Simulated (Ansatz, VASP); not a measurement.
One calculation of ZnSe, two programs

Contents of INCAR:

```
SYSTEM = ZnSe
ALGO = Normal
EDIFF = 1E-6
ENCUT = 520
GGA = PE
ISIF = 2
ISMEAR = 0
LASPH = .TRUE.
LCHARG = .TRUE.
LELF = .TRUE.
LREAL = .FALSE.
LVHAR = .TRUE.
LWAVE = .FALSE.
NBANDS = 16
NELM = 60
PREC = Accurate
SIGMA = 0.05
```

KPOINTS

```
k-points
0
G
  8 8 8
  0 0 0
```

POSCAR

```
ZnSe
1.0
    0.0000000000      2.7512833347      2.9805569459
    2.7512833347      0.0000000000      2.9805569459
    2.7512833347      2.7512833347      0.0000000000
Zn Se
1 1
Direct
    0.0000000000      0.0000000000      0.0000000000
    0.7500000000      0.7500000000      0.7500000000
```

Input for Ansatz:

```yaml
crystal:
  lattice:
    - [0.0, 2.7512833347, 2.9805569459]
    - [2.7512833347, 0.0, 2.9805569459]
    - [2.7512833347, 2.7512833347, 0.0]
  atoms:
    - { symbol: Zn, position: [0.0, 0.0, 0.0] }
    - { symbol: Se, position: [0.75, 0.75, 0.75] }
basis:
  ecutwfc: 420
kpoints:
  mp_grid: { grid: [8, 8, 8] }
hamiltonian:
  xc: pbe
scf:
  occupations: { method: gaussian, width: 0.05 }
output:
  forces: true
  stress: true
  eigenvalues: true
```

Change from the starting cell: strain -0.040 along x and y, +0.040 along z, atoms carried along.

Alike in both runs: task single point; functional PBE; k mesh 8 × 8 × 8; occupations gaussian, width 0.05 eV; no spin polarisation.

|  | VASP | Ansatz |
| --- | --- | --- |
| version | VASP 6.6.1 | Ansatz 0.2.0 |
| potentials or method | VASP PAW PBE potentials, release 64 (Zn, Se), cutoff 520 eV | scalar-relativistic, plane waves, PAW |
| valence electrons in the cell | 18 | 28 |

```tsv
	VASP	Ansatz	Ansatz less VASP
gap on the k mesh at the Fermi level (eV)	1.18	1.18	-0.002
least direct gap on the mesh (eV)	1.18	1.18	-0.002
pressure (GPa)	2.8	2.6	-0.25
traceless stress, the component that is largest in VASP (GPa)	-2.08	-2.10	-0.018
```

The functional is the same, so the differences come from potentials, cutoffs and numerics. VASP's potentials hold 18 valence electrons a cell and Ansatz's 28, so a difference there can come from the potentials and not from the codes.
